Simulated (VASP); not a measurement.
A run of VASP 6.6.1 is set up as follows.

INCAR

```
PREC = Accurate ; ENCUT = 520
EDIFF = 1E-7 ; ISMEAR = 0
SIGMA = 0.15 ; LREAL = F
LASPH = T ; NELM = 100
ALGO = Normal ; ISIF = 2
LWAVE = F ; LCHARG = F
NBANDS = 10
```

The input KPOINTS:

```
Automatic mesh
0
Gamma
  18 18 10
```

POSCAR

```
Al
1.0
    2.7394000000      0.0000000000      0.0000000000
   -1.3697000000      2.3723899911      0.0000000000
    0.0000000000      0.0000000000      4.6862330202
Al
2
Direct
    0.6666666667      0.3333333333      0.7500000000
    0.3333333333      0.6666666667      0.2500000000
```

Potentials or basis: VASP PAW LDA potentials, release 64 (Al).

Command:

```console
$ cat potpaw_LDA.64/Al/POTCAR > POTCAR
$ mpirun -np 1 vasp_std > vasp.out
```

(1) What does it give for the pressure?

(2) Predict the band gap on the k mesh.

## Answers

(1) 4.4 GPa.

(2) zero (band 3 reaches 12.56 eV, above the bottom of band 4 at 5.44 eV).
